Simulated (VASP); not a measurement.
# BaTiO3 (Pm-3m) in VASP: a series of runs, part 2 of 3

VASP 6.6.1. The steps go on from the part before.

## 3. Single point, r2SCAN (13.25 Å³/atom)

This run uses another cell than the first one, of 13.25 Å³/atom.

Contents of POSCAR:

```
BaTiO3
1.0
    4.0466051576      0.0000000000      0.0000000000
    0.0000000000      4.0466051576      0.0000000000
    0.0000000000      0.0000000000      4.0466051576
Ba Ti O
1 1 3
Direct
    0.5000000000      0.5000000000      0.5000000000
    0.0000000000      0.0000000000      0.0000000000
    0.5000000000      0.0000000000      0.0000000000
    0.0000000000      0.5000000000      0.0000000000
    0.0000000000      0.0000000000      0.5000000000
```

Contents of INCAR.step1:

```
  ALGO = Normal
  EDIFF = 1E-5
  ENCUT = 1480
  GGA = PE
  GGA_COMPAT = F
  ISMEAR = 0
  LASPH = T
  LCHARG = F
  LREAL = F
  LWAVE = T
  NBANDS = 28
  NELM = 120
  PREC = Accurate
  SIGMA = 0.05
```

Contents of INCAR.step2:

```
  ALGO = Normal
  EDIFF = 1E-6
  ENCUT = 1480
  GGA_COMPAT = F
  ISIF = 2
  ISMEAR = 0
  ISTART = 1
  LASPH = T
  LCHARG = T
  LELF = T
  LMIXTAU = T
  LREAL = F
  LVHAR = T
  LWAVE = F
  METAGGA = R2SCAN
  NBANDS = 28
  NELM = 120
  PREC = Accurate
  SIGMA = 0.05
```

Contents of KPOINTS:

```
k-points
0
Gamma
  6 6 6
```

Potentials or basis: VASP PAW PBE potentials, release 64 (Ba_sv, Ti_sv, O_h).

Run with:

```bash
$ cat potpaw_PBE.64/Ba_sv/POTCAR potpaw_PBE.64/Ti_sv/POTCAR potpaw_PBE.64/O_h/POTCAR > POTCAR
$ cp INCAR.step1 INCAR
$ mpirun -np 1 vasp_std > vasp.out
$ cp INCAR.step2 INCAR
$ mpirun -np 1 vasp_std > vasp.out
```

OUTCAR:

```text
EDIFF = 1E-6
   ENCUT = 1480
   ISIF = 2
   ISMEAR = 0
   ISTART = 1
   LASPH = T
   LREAL = F
   METAGGA = R2SCAN
   NELM = 120
   PREC = Accurate

 ion  position               nearest neighbor table
   1  0.500  0.500  0.500-   3 2.86   4 2.86   5 2.86   3 2.86   4 2.86   3 2.86   5 2.86   3 2.86
                             4 2.86   5 2.86   4 2.86   5 2.86   2 3.50   2 3.50   2 3.50   2 3.50
   2  0.000  0.000  0.000-   3 2.02   4 2.02   5 2.02   5 2.02   4 2.02   3 2.02   1 3.50   1 3.50
                             1 3.50   1 3.50   1 3.50   1 3.50   1 3.50   1 3.50
   3  0.500  0.000  0.000-   2 2.02   2 2.02   1 2.86   1 2.86   1 2.86   1 2.86
   4  0.000  0.500  0.000-   2 2.02   2 2.02   1 2.86   1 2.86   1 2.86   1 2.86
   5  0.000  0.000  0.500-   2 2.02   2 2.02   1 2.86   1 2.86   1 2.86   1 2.86

  LATTYP: Found a simple cubic cell.
 ALAT       =     4.0466051576

  Lattice vectors:

 A1 = (   4.0466051576,   0.0000000000,   0.0000000000)
 A2 = (   0.0000000000,   4.0466051576,   0.0000000000)
 A3 = (   0.0000000000,   0.0000000000,   4.0466051576)

Analysis of symmetry for initial positions (statically):
=====================================================================
 Subroutine PRICEL returns:
 Original cell was already a primitive cell.

 Routine SETGRP: Setting up the symmetry group for a
 simple cubic supercell.

 Subroutine GETGRP returns: Found 48 space group operations
 (whereof 48 operations were pure point group operations)
 out of a pool of 48 trial point group operations.

The static configuration has the point symmetry O_h .

Analysis of symmetry for dynamics (positions and initial velocities):
=====================================================================
 Subroutine PRICEL returns:
 Original cell was already a primitive cell.

 Routine SETGRP: Setting up the symmetry group for a
[... 125 lines left out ...]
   IMIX   =      4    mixing-type and parameters
     AMIX     =   0.40;   BMIX     =  1.00
     AMIX_MAG =   1.60;   BMIX_MAG =  1.00
  volume/ion in A,a.u.               =      13.25        89.43
  Fermi-wavevector in a.u.,A,eV,Ry     =   1.383579  2.614585 26.045512  1.914291
  Thomas-Fermi vector in A             =   2.508164
   LORBIT       =      0    0 simple, 1 ext, 2 COOP (PROOUT), +10 PAW based schemes
   METAGGA = R2SCAN    functional components
   LHFCALC =     F    Hartree Fock is set to
   AEXX    =    0.0000 exact exchange contribution
   IVDW    =     0    specifies the selected vdW correction
   LEPSILON=     F    determine dielectric tensor
   LRPA    =     F    only Hartree local field effects (RPA)
 non-spin polarized calculation
 Gauss-broadening in eV      SIGMA  =   0.05
  energy-cutoff  :     1480.00
  volume of cell :       66.26
 maximum number of plane-waves:      8608
 NGX is ok and might be reduce to    54
   NGX = 25   NGY = 25   NGZ = 25

 number of electron      40.0000003 magnetization

 Free energy of the ion-electron system (eV)
  ---------------------------------------------------
  ext. energy  EPLUGINS =         0.00000000
  ---------------------------------------------------
  free energy    TOTEN  =       -74.25285235 eV

  energy without entropy =      -74.25285235  energy(sigma->0) =      -74.25285235

 E-fermi :   3.9803     XC(G=0): -11.7364

 val. band max:        3.6222977914   @ k =   0.5000   0.5000   0.5000
 cond. band min:       5.6848590830   @ k =   0.0000   0.0000   0.0000
 fundamental gap:      2.0625612916
 Fermi energy:         3.9803072493

 k-point     1 :       0.0000    0.0000    0.0000
  band No.  band energies     occupation
      1     -55.4090      2.00000
      2     -30.5487      2.00000
      3     -30.5487      2.00000
      4     -30.5487      2.00000
      5     -21.9237      2.00000
      6     -14.1594      2.00000
[... 609 lines left out ...]
     27      11.3554      0.00000
     28      11.3554      0.00000

------------------------ aborting loop because EDIFF is reached ----------------------------------------

  FORCE on cell =-STRESS in cart. coord.  units (eV):
  Direction    XX          YY          ZZ          XY          YZ          ZX
  --------------------------------------------------------------------------------------
  -------------------------------------------------------------------------------------
  Total       -2.0009732     -2.0009732     -2.0009732     -0.0000000      0.0000000     -0.0000000
  in kB      -48.3815042    -48.3815042    -48.3815042     -0.0000000      0.0000000     -0.0000000
  external PRESSURE =     -48.3815042 kB  Pullay stress =       0.0000000 kB

 VOLUME and BASIS-vectors are now :
 -----------------------------------------------------------------------------
  energy-cutoff  :     1480.00
  volume of cell :       66.26
      direct lattice vectors                 reciprocal lattice vectors
     4.046605158  0.000000000  0.000000000     0.247120725  0.000000000  0.000000000
     0.000000000  4.046605158  0.000000000     0.000000000  0.247120725  0.000000000
     0.000000000  0.000000000  4.046605158     0.000000000  0.000000000  0.247120725

 POSITION                                       TOTAL-FORCE (eV/Angst)
 -----------------------------------------------------------------------------------
      2.02330      2.02330      2.02330         0.000000      0.000000      0.000000
      0.00000      0.00000      0.00000         0.000000      0.000000      0.000000
      2.02330      0.00000      0.00000         0.000000      0.000000      0.000000
      0.00000      2.02330      0.00000         0.000000      0.000000      0.000000
      0.00000      0.00000      2.02330         0.000000      0.000000      0.000000
 -----------------------------------------------------------------------------------
    total drift:                                0.000000     -0.000000      0.000000

  FREE ENERGIE OF THE ION-ELECTRON SYSTEM (eV)
  ---------------------------------------------------
  free  energy   TOTEN  =       -74.2528523534 eV

  energy  without entropy=      -74.2528523534  energy(sigma->0) =      -74.25285235
```

OUTCAR.step1:

```text
EDIFF = 1E-5
   ENCUT = 1480
   GGA = PE
   ISMEAR = 0
[... 848 lines left out ...]
      0.00000      0.00000      0.00000         0.000000      0.000000      0.000000
      2.02330      0.00000      0.00000         0.000000      0.000000      0.000000
      0.00000      2.02330      0.00000         0.000000      0.000000      0.000000
      0.00000      0.00000      2.02330         0.000000      0.000000      0.000000
 -----------------------------------------------------------------------------------
    total drift:                                0.000000     -0.000000      0.000000

  FREE ENERGIE OF THE ION-ELECTRON SYSTEM (eV)
  ---------------------------------------------------
  free  energy   TOTEN  =       -40.0096389218 eV

  energy  without entropy=      -40.0096389218  energy(sigma->0) =      -40.00963892
```

OSZICAR.step1:

```text
N       E                     dE             d eps       ncg     rms          rms(c)
DAV:   1     0.676733571204E+03    0.67673E+03   -0.37210E+04  1120   0.334E+03
DAV:   2     0.751975415715E+02   -0.60154E+03   -0.57524E+03  1160   0.639E+02
DAV:   3    -0.428519463070E+02   -0.11805E+03   -0.11053E+03  1604   0.216E+02
DAV:   4    -0.508776520072E+02   -0.80257E+01   -0.79953E+01  1492   0.533E+01
DAV:   5    -0.511215746146E+02   -0.24392E+00   -0.24367E+00  1660   0.942E+00    0.225E+01
DAV:   6    -0.402236536635E+02    0.10898E+02   -0.58159E+01  1672   0.643E+01    0.101E+01
DAV:   7    -0.402015111898E+02    0.22142E-01   -0.11130E+01  1516   0.231E+01    0.642E+00
DAV:   8    -0.400346431706E+02    0.16687E+00   -0.67509E-01  1336   0.652E+00    0.383E+00
DAV:   9    -0.400518966776E+02   -0.17254E-01   -0.54979E-01  1608   0.685E+00    0.196E+00
DAV:  10    -0.400180206803E+02    0.33876E-01   -0.26183E-01  1380   0.480E+00    0.774E-01
DAV:  11    -0.400108212142E+02    0.71995E-02   -0.39167E-02  1448   0.130E+00    0.382E-01
DAV:  12    -0.400098859012E+02    0.93531E-03   -0.99376E-03  1300   0.978E-01    0.138E-01
DAV:  13    -0.400096844475E+02    0.20145E-03   -0.82571E-04  1448   0.289E-01    0.599E-02
DAV:  14    -0.400096376049E+02    0.46843E-04   -0.11061E-04  1484   0.100E-01    0.135E-02
DAV:  15    -0.400096389218E+02   -0.13168E-05   -0.20166E-05  1196   0.368E-02
   1 F= -.40009639E+02 E0= -.40009639E+02  d E =-.160677E-20
```

Run time: 6.6 min. Hardware: 1 thread of Intel Xeon 6975P-C (Granite Rapids), shared host; peak memory 0.56 GiB.

What came out:

```
Free energy            : -74.2529 eV
Pressure               : -4.8 GPa
Band gap on the k mesh : 2.06 eV (least direct gap 2.24 eV)
```

Caveat: the cell stands under tension; the PAW data sets were made with another functional, which shifts forces and pressure a little; spin-orbit coupling is left out, which moves the levels of the heavy elements.

## 4. Single point, r2SCAN (12.23 Å³/atom)

This run uses another cell than the first one, of 12.23 Å³/atom.

POSCAR, as its differences from that of step 3:

```diff
@@ -2,5 +2,5 @@
 1.0
-    4.0466051576      0.0000000000      0.0000000000
-    0.0000000000      4.0466051576      0.0000000000
-    0.0000000000      0.0000000000      4.0466051576
+    3.9400656845      0.0000000000      0.0000000000
+    0.0000000000      3.9400656845      0.0000000000
+    0.0000000000      0.0000000000      3.9400656845
 Ba Ti O
```

Contents of INCAR.step1:

```
SYSTEM = BaTiO3
PREC = Accurate
ENCUT = 1480
ISMEAR = 0
SIGMA = 0.05
LREAL = .FALSE.
LASPH = .TRUE.
NELM = 120
NBANDS = 28
GGA = PE
ALGO = Normal
EDIFF = 1E-5
LWAVE = .TRUE.
LCHARG = .FALSE.
GGA_COMPAT = .FALSE.
```

Contents of INCAR.step2:

```
SYSTEM = BaTiO3
PREC = Accurate
ENCUT = 1480
EDIFF = 1E-6
ISMEAR = 0
SIGMA = 0.05
LREAL = .FALSE.
LASPH = .TRUE.
NELM = 120
ALGO = Normal
ISIF = 2
LWAVE = .FALSE.
LCHARG = .FALSE.
METAGGA = R2SCAN
LMIXTAU = .TRUE.
NBANDS = 28
ISTART = 1
GGA_COMPAT = .FALSE.
```

Contents of KPOINTS:

```
regular mesh
0
G
  6 6 6
  0 0 0
```

Potentials or basis: VASP PAW PBE potentials, release 64 (Ba_sv, Ti_sv, O_h).

Run with:

```bash
$ cat potpaw_PBE.64/Ba_sv/POTCAR potpaw_PBE.64/Ti_sv/POTCAR potpaw_PBE.64/O_h/POTCAR > POTCAR
$ cp INCAR.step1 INCAR
$ mpirun -np 1 vasp_std > vasp.out
$ cp INCAR.step2 INCAR
$ mpirun -np 1 vasp_std > vasp.out
```

OUTCAR:

```text
SYSTEM = BaTiO3
   PREC = Accurate
   ENCUT = 1480
   EDIFF = 1E-6
   ISMEAR = 0
   LREAL = .FALSE.
   LASPH = .TRUE.
   NELM = 120
   ISIF = 2
   METAGGA = R2SCAN
   ISTART = 1

 ion  position               nearest neighbor table
   1  0.500  0.500  0.500-   3 2.79   4 2.79   5 2.79   3 2.79   4 2.79   3 2.79   5 2.79   3 2.79
                             4 2.79   5 2.79   4 2.79   5 2.79   2 3.41   2 3.41   2 3.41   2 3.41
   2  0.000  0.000  0.000-   3 1.97   4 1.97   5 1.97   5 1.97   4 1.97   3 1.97   1 3.41   1 3.41
[... 822 lines left out ...]
  -------------------------------------------------------------------------------------
  Total        3.9432305      3.9432305      3.9432305      0.0000000     -0.0000000      0.0000000
  in kB      103.2885931    103.2885931    103.2885931      0.0000000     -0.0000000      0.0000000
  external PRESSURE =     103.2885931 kB  Pullay stress =       0.0000000 kB

 VOLUME and BASIS-vectors are now :
 -----------------------------------------------------------------------------
  energy-cutoff  :     1480.00
  volume of cell :       61.17
      direct lattice vectors                 reciprocal lattice vectors
     3.940065684  0.000000000  0.000000000     0.253802875  0.000000000  0.000000000
     0.000000000  3.940065684  0.000000000     0.000000000  0.253802875  0.000000000
     0.000000000  0.000000000  3.940065684     0.000000000  0.000000000  0.253802875

 POSITION                                       TOTAL-FORCE (eV/Angst)
 -----------------------------------------------------------------------------------
      1.97003      1.97003      1.97003         0.000000      0.000000      0.000000
      0.00000      0.00000      0.00000         0.000000      0.000000      0.000000
      1.97003      0.00000      0.00000         0.000000      0.000000      0.000000
      0.00000      1.97003      0.00000         0.000000      0.000000      0.000000
      0.00000      0.00000      1.97003         0.000000      0.000000      0.000000
 -----------------------------------------------------------------------------------
    total drift:                                0.000000      0.000000     -0.000000

  FREE ENERGIE OF THE ION-ELECTRON SYSTEM (eV)
  ---------------------------------------------------
  free  energy   TOTEN  =       -74.1764395958 eV

  energy  without entropy=      -74.1764395958  energy(sigma->0) =      -74.17643960
```

OUTCAR.step1:

```text
SYSTEM = BaTiO3
   PREC = Accurate
   ENCUT = 1480
   ISMEAR = 0
   LREAL = .FALSE.
   LASPH = .TRUE.
[... 848 lines left out ...]
      1.97003      0.00000      0.00000         0.000000      0.000000      0.000000
      0.00000      1.97003      0.00000         0.000000      0.000000      0.000000
      0.00000      0.00000      1.97003         0.000000      0.000000      0.000000
 -----------------------------------------------------------------------------------
    total drift:                                0.000000      0.000000     -0.000000

  FREE ENERGIE OF THE ION-ELECTRON SYSTEM (eV)
  ---------------------------------------------------
  free  energy   TOTEN  =       -39.8382929261 eV

  energy  without entropy=      -39.8382929261  energy(sigma->0) =      -39.83829293
```

OSZICAR.step1:

```text
N       E                     dE             d eps       ncg     rms          rms(c)
DAV:   1     0.682919788730E+03    0.68292E+03   -0.37798E+04  1120   0.335E+03
DAV:   2     0.799194140462E+02   -0.60300E+03   -0.57652E+03  1136   0.651E+02
DAV:   3    -0.419860968163E+02   -0.12191E+03   -0.11477E+03  1560   0.220E+02
DAV:   4    -0.502937137394E+02   -0.83076E+01   -0.82722E+01  1440   0.574E+01
DAV:   5    -0.506007511490E+02   -0.30704E+00   -0.30679E+00  1672   0.107E+01    0.243E+01
DAV:   6    -0.398433297957E+02    0.10757E+02   -0.54789E+01  1576   0.679E+01    0.980E+00
DAV:   7    -0.399373641025E+02   -0.94034E-01   -0.90766E+00  1508   0.214E+01    0.706E+00
DAV:   8    -0.398168213790E+02    0.12054E+00   -0.80410E-01  1392   0.805E+00    0.319E+00
DAV:   9    -0.398553879806E+02   -0.38567E-01   -0.25120E-01  1556   0.395E+00    0.127E+00
DAV:  10    -0.398388256441E+02    0.16562E-01   -0.85911E-02  1340   0.305E+00    0.369E-01
DAV:  11    -0.398383141395E+02    0.51150E-03   -0.61952E-03  1676   0.558E-01    0.700E-02
DAV:  12    -0.398384557798E+02   -0.14164E-03   -0.13534E-03  1568   0.246E-01    0.116E-01
DAV:  13    -0.398382990919E+02    0.15669E-03   -0.85383E-04  1508   0.280E-01    0.411E-02
DAV:  14    -0.398382929261E+02    0.61658E-05   -0.77648E-05  1292   0.899E-02
   1 F= -.39838293E+02 E0= -.39838293E+02  d E =-.459815E-32
```

Wall time 8.4 min (1 thread of Intel Xeon Platinum 8559C (Emerald Rapids), shared host); peak memory 0.5 GiB.

What came out:

| Quantity | Value |
| --- | --- |
| Free energy | -74.1764 eV |
| Pressure | 10.3 GPa |
| Band gap on the k mesh | 2.25 eV (least direct gap 2.36 eV) |

Levels at points of the mesh, in eV from the valence-band top:
```tsv
k point	band 17	band 18	band 19	band 20	band 21	band 22	band 23	band 24
(0.00, 0.00, 0.00)	-1.20	-0.10	-0.10	-0.10	2.25	2.25	2.25	4.53
(0.50, 0.00, 0.00)	-1.88	-1.88	-0.74	-0.74	2.43	4.12	4.12	4.54
(0.50, 0.50, 0.00)	-1.75	-0.85	-0.85	-0.10	4.13	4.13	4.59	5.52
(0.50, 0.50, 0.50)	-2.39	0.00	0.00	0.00	4.87	4.87	4.87	7.65
```

Caveat: the cell stands under pressure; the PAW data sets were made with another functional, which shifts forces and pressure a little; spin-orbit coupling is left out, which moves the levels of the heavy elements.

[end of part 2 of 3]
